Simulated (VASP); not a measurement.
TaN: single point with PBE

TaN:

```
CELL_PARAMETERS angstrom
3.02470 0.00000 0.00000
-1.51235 2.61947 0.00000
0.00000 0.00000 6.09659
ATOMIC_POSITIONS crystal
Ta 0.33333 0.66667 0.03049
Ta 0.66667 0.33333 0.53049
N 0.33333 0.66667 0.35451
N 0.66667 0.33333 0.85451
```

This cell differs from its parent crystal: volume 12.076 Å^3 an atom, c/a of the conventional cell 2.0156.

| Property | Result |
| --- | --- |
| Program | VASP 6.6.1 |
| Task | single point |
| Functional | PBE |
| Potentials or basis | VASP PAW PBE potentials, release 64 (Ta_pv, N) |
| Cutoff | 520 eV |
| k mesh | 18 × 18 × 8 |
| Occupations | gaussian, width 0.15 eV |
| Spin | no spin polarisation |

* Pressure: 23.8 GPa
* Largest force: 0.861 eV/Å
* Band gap on the k mesh: zero (band 16 reaches 7.37 eV, above the bottom of band 17 at 7.07 eV)

Forces on the atoms (eV/Å):
```
Ta   0.000  0.000  0.861
Ta   0.000  0.000  0.861
N    0.000  0.000 -0.861
N    0.000  0.000 -0.861
```

Stress tensor (GPa, compression positive):
```
27.34  0.00  0.00
 0.00 27.34  0.00
 0.00  0.00 16.64
```

Levels at points of the mesh, in eV from the Fermi level:
| k point | band 13 | band 14 | band 15 | band 16 | band 17 | band 18 | band 19 | band 20 |
| --- | --- | --- | --- | --- | --- | --- | --- | --- |
| (0.00, 0.00, 0.00) | -4.64 | -4.64 | -0.77 | -0.60 | 0.32 | 0.32 | 2.44 | 2.44 |
| (0.50, 0.00, 0.00) | -4.82 | -3.76 | -2.52 | -0.44 | 1.14 | 2.36 | 3.08 | 4.08 |
| (0.00, 0.00, 0.50) | -5.10 | -5.10 | 0.17 | 0.17 | 1.14 | 1.14 | 1.14 | 1.14 |
| (0.50, 0.00, 0.50) | -4.88 | -4.88 | -1.07 | -1.07 | 1.55 | 1.55 | 3.92 | 3.92 |

Wall time 77 s on 1 thread of Intel(R) Xeon(R) 6975P-C (Granite Rapids) (shared host), peak memory 0.31 GiB.

Caveat: spin-orbit coupling is left out, which moves the levels of the heavy elements.
